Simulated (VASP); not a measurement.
# Hg (R-3m) in VASP: single point with PBE

Aim: the single point of Hg with PBE.

Everything below comes from runs of VASP 6.6.1. Logs are shortened: lines on timing, memory, paths and dates and some standing lists are left out, and cuts for length are marked.

## Step 1: The cell of the first run

It takes space group R-3m (No. 166, trigonal). The conventional cell has a = 3.460 Å, b = 3.460 Å, c = 6.702 Å, α = 90.00°, β = 90.00°, γ = 120.00°. Within 3.9 Å of Hg (site symmetry -3m) lie 12 Hg at 3.00 to 3.46 Å.

## Step 2: Single point, PBE

Input file INCAR:

```
SYSTEM = Hg
PREC     = Accurate       ! precision mode
ENCUT    = 520            ! plane-wave cutoff, eV
EDIFF    = 1E-6           ! SCF threshold, eV
ISMEAR   = -1             ! smearing method
SIGMA    = 0.03           ! smearing width, eV
LREAL    = .FALSE.        ! projectors in reciprocal space
LASPH    = .TRUE.         ! aspherical terms in the spheres
NELM     = 100            ! most SCF steps
ALGO     = Normal         ! electronic algorithm
ISIF     = 2              ! what is computed and relaxed
LWAVE    = .FALSE.        ! write WAVECAR
LCHARG   = .TRUE.         ! write CHGCAR
GGA      = PE             ! functional
LELF     = .TRUE.         ! ELF
LVHAR    = .TRUE.       
NBANDS   = 12             ! bands
```

Input file KPOINTS:

```
Automatic mesh
0
G
  15 15 15
  0 0 0
```

Input file POSCAR:

```
Hg
1.0
    1.7300004553      0.9988162286      2.2340000000
   -1.7300004553      0.9988162286      2.2340000000
    0.0000000000     -1.9976324571      2.2340000000
Hg
1
Direct
    0.0000000000      0.0000000000      0.0000000000
```

Potentials or basis: VASP PAW PBE potentials, release 64 (Hg).

On the command line:

```console
$ cat potpaw_PBE.64/Hg/POTCAR > POTCAR
$ mpirun -np 1 vasp_std > vasp.out
```

OUTCAR:

```text
SYSTEM = Hg
   PREC = Accurate
   ENCUT = 520
   EDIFF = 1E-6
   ISMEAR = -1
   LREAL = .FALSE.
   LASPH = .TRUE.
   NELM = 100
   ISIF = 2
   GGA = PE

 ion  position               nearest neighbor table
   1  0.000  0.000  0.000-

  LATTYP: Found a trigonal (rhomboedric) cell.
 ALAT       =     2.9968802835
 COS(alpha) =     0.3335253405

  Lattice vectors:

 A1 = (   1.7300004553,   0.9988162286,   2.2340000000)
 A2 = (  -1.7300004553,   0.9988162286,   2.2340000000)
 A3 = (   0.0000000000,  -1.9976324571,   2.2340000000)

Analysis of symmetry for initial positions (statically):
=====================================================================
 Subroutine PRICEL returns:
 Original cell was already a primitive cell.

 Routine SETGRP: Setting up the symmetry group for a
 trigonal (rhombohedral) supercell.

 Subroutine GETGRP returns: Found 12 space group operations
 (whereof 12 operations were pure point group operations)
 out of a pool of 12 trial point group operations.

The static configuration has the point symmetry D_3d.

Analysis of symmetry for dynamics (positions and initial velocities):
=====================================================================
 Subroutine PRICEL returns:
 Original cell was already a primitive cell.

 Routine SETGRP: Setting up the symmetry group for a
 trigonal (rhombohedral) supercell.

 Subroutine GETGRP returns: Found 12 space group operations
 (whereof 12 operations were pure point group operations)
 out of a pool of 12 trial point group operations.

The dynamic configuration has the point symmetry D_3d.

 Subroutine INISYM returns: Found 12 space group operations
 (whereof 12 operations are pure point group operations),
 and found     1 'primitive' translations

----------------------------------------------------------------------------------------

                                     Primitive cell

  volume of cell :      23.1615

  direct lattice vectors                    reciprocal lattice vectors
     1.730000455  0.998816229  2.234000000     0.289017265  0.166864196  0.149209191
    -1.730000455  0.998816229  2.234000000    -0.289017265  0.166864196  0.149209191
     0.000000000 -1.997632457  2.234000000     0.000000000 -0.333728391  0.149209191

  length of vectors
     2.996880284  2.996880284  2.996880284     0.365565346  0.365565346  0.365565346

  position of ions in fractional coordinates (direct lattice)
     0.000000000  0.000000000  0.000000000

[... 76 lines left out ...]
   LREAL  =      F    real-space projection
   EDIFFG = 0.1E-04   stopping-criterion for IOM
   NSW    =      0    number of steps for IOM
   IBRION =     -1    ionic relax: 0-MD 1-quasi-New 2-CG
   NFREE  =      0    steps in history (QN), initial steepest desc. (CG)
   ISIF   =      2    stress and relaxation
   ISYM   =      2    0-nonsym 1-usesym 2-fastsym
   POTIM  = 0.5000    time-step for ionic-motion
   TEBEG  =    0.0;   TEEND  =   0.0 temperature during run
   PSTRESS=    0.0 pullay stress
   NELECT =      12.0000    total number of electrons
   NUPDOWN=      -1.0000    fix difference up-down
   EMIN   =  10.00;   EMAX   =-10.00  energy-range for DOS
   EFERMI =   0.00;   METHOD = LEGACY
   ISMEAR =    -1;   SIGMA  =   0.03  broadening in eV -4-tet -1-fermi 0-gaus
   EFERMI_NEDOS =   21; number of points for ismear=-14 and -15
   IALGO  =     38    algorithm
   IMIX   =      4    mixing-type and parameters
     AMIX     =   0.40;   BMIX     =  1.00
     AMIX_MAG =   1.60;   BMIX_MAG =  1.00
  volume/ion in A,a.u.               =      23.16       156.30
  Fermi-wavevector in a.u.,A,eV,Ry     =   1.314861  2.484727 23.522560  1.728859
  Thomas-Fermi vector in A             =   2.445084
   LORBIT       =      0    0 simple, 1 ext, 2 COOP (PROOUT), +10 PAW based schemes
   GGA     = PE    functional components
   LHFCALC =     F    Hartree Fock is set to
   AEXX    =    0.0000 exact exchange contribution
   IVDW    =     0    specifies the selected vdW correction
   LEPSILON=     F    determine dielectric tensor
   LRPA    =     F    only Hartree local field effects (RPA)
 non-spin polarized calculation
  energy-cutoff  :      520.00
  volume of cell :       23.16
 maximum number of plane-waves:       646
   NGX = 11   NGY = 11   NGZ = 11

 number of electron      12.0000003 magnetization

 Free energy of the ion-electron system (eV)
  ---------------------------------------------------
  ext. energy  EPLUGINS =         0.00000000
  ---------------------------------------------------
  free energy    TOTEN  =        -0.07728689 eV

  energy without entropy =       -0.07649508  energy(sigma->0) =       -0.07689099

 E-fermi :   2.9719     XC(G=0): -10.9442

 val. band max:        2.9449420236   @ k =  -0.4000   0.2000   0.2000
 cond. band min:       2.9982531961   @ k =  -0.4000   0.4000   0.4000
 fundamental gap:      0.0533111725
 Fermi energy:         2.9719485213

 k-point     1 :       0.0000    0.0000    0.0000
  band No.  band energies     occupation
      1      -6.3809      2.00000
      2      -4.8386      2.00000
      3      -4.8386      2.00000
      4      -3.5269      2.00000
      5      -3.3550      2.00000
      6      -3.3550      2.00000
      7      15.1889      0.00000
      8      15.6421      0.00000
      9      15.6421      0.00000
     10      20.1553      0.00000
     11      21.4191      0.00000
     12      21.4191      0.00000
[... 331 lines left out ...]
 k-point    24 :       0.2000    0.1333    0.0000
  band No.  band energies     occupation
      1      -5.4727      2.00000
      2      -4.7284      2.00000
      3      -4.3653      2.00000
      4      -3.7231      2.00000
      5      -3.4627      2.00000
      6      -3.3296      2.00000
      7      11.5996      0.00000
      8      14.7013      0.00000
      9      15.2420      0.00000
     10      18.6438      0.00000
     11      21.5925      0.00000
     12      22.6240      0.00000

 [... further k-points ...]
[... 5 lines left out ...]
  --------------------------------------------------------------------------------------
  -------------------------------------------------------------------------------------
  Total        0.8933514      0.8933514      0.9859580      0.0000000      0.0000000      0.0000000
  in kB       61.7968975     61.7968975     68.2028922      0.0000000      0.0000000      0.0000000
  external PRESSURE =      63.9322290 kB  Pullay stress =       0.0000000 kB

 VOLUME and BASIS-vectors are now :
 -----------------------------------------------------------------------------
  energy-cutoff  :      520.00
  volume of cell :       23.16
      direct lattice vectors                 reciprocal lattice vectors
     1.730000455  0.998816229  2.234000000     0.289017265  0.166864196  0.149209191
    -1.730000455  0.998816229  2.234000000    -0.289017265  0.166864196  0.149209191
     0.000000000 -1.997632457  2.234000000     0.000000000 -0.333728391  0.149209191

 POSITION                                       TOTAL-FORCE (eV/Angst)
 -----------------------------------------------------------------------------------
      0.00000      0.00000      0.00000         0.000000      0.000000     -0.000000
 -----------------------------------------------------------------------------------
    total drift:                                0.000000     -0.000000      0.000000

  FREE ENERGIE OF THE ION-ELECTRON SYSTEM (eV)
  ---------------------------------------------------
  free  energy   TOTEN  =        -0.0772868935 eV

  energy  without entropy=       -0.0764950816  energy(sigma->0) =       -0.07689099
```

Wall time 50 s (1 thread of AMD EPYC 7R13 (Zen 3), shared host); peak memory 0.18 GiB.

Results:

```yaml
Free_energy: -0.0773 eV
Pressure: 6.4 GPa
Band_gap_on_the_k_mesh: zero (band 6 reaches 4.24 eV, above the bottom of band 7 at 1.20 eV)
```

Caveat: spin-orbit coupling is left out, which moves the levels of the heavy elements.
